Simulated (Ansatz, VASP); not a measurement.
# Ti: VASP and Ansatz over several settings

```xyz
2
Lattice="2.9500 0.0000 0.0000 -1.4750 2.5548 0.0000 0.0000 0.0000 4.6800" Properties=species:S:1:pos:R:3 pbc="T T T"
Ti    1.4750    0.8516    3.5100
Ti    0.0000    1.7032    1.1700
```

Single points on this cell with VASP 6.6.1 and Ansatz 0.2.0. Each row is one pair of runs. Alike in all rows: VASP's potentials, cutoff: VASP PAW PBE potentials, release 64 (Ti_sv), 520 eV.

| level | spin | k mesh | smearing | Ansatz's potentials, cutoff | gap on the k mesh at the Fermi level (eV), VASP | gap on the k mesh at the Fermi level (eV), Ansatz | pressure (GPa), VASP | pressure (GPa), Ansatz |
| --- | --- | --- | --- | --- | --- | --- | --- | --- |
| r2SCAN0 | off | 5 × 5 × 3 | fermi-dirac, width 0.05 eV | Ansatz PAW, 500 eV | none | none | -3.8 | -3.7 |
| r2SCANh | off | 5 × 5 × 3 | fermi-dirac, width 0.05 eV | Ansatz PAW, 500 eV | none | none | -2.9 | -3.1 |
| BLYP+D3(BJ) | collinear, typed start | 10 × 10 × 6 | gaussian, width 0.1 eV | PseudoDojo standard (PBE files), 1143 eV | none | none | -12.6 | -12.3 |
| PBE0 | off | 5 × 5 × 3 | fermi-dirac, width 0.05 eV | Ansatz PAW, 420 eV | none | none | -4.6 | -3.9 |
| r2SCAN50 | off | 5 × 5 × 3 | fermi-dirac, width 0.05 eV | Ansatz PAW, 500 eV | none | none | -5.8 | -4.9 |
| r2SCAN | off | 10 × 10 × 6 | fermi-dirac, width 0.05 eV | Ansatz PAW, 500 eV | none | none | -1.7 | -2.1 |
| PBE0 | off | 6 × 6 × 4 | fermi-dirac, width 0.05 eV | Ansatz PAW, 420 eV | none | none | -3.9 | -3.2 |

Pressure (GPa): the two programs differ by at most 0.96.

A gap of «none» marks a metal or a gap that the smearing closes.

The k mesh is coarse in some rows, so the values compare programs but aren't converged. Noted on Ansatz's runs: the potentials were made for another functional, which shifts forces and pressure.
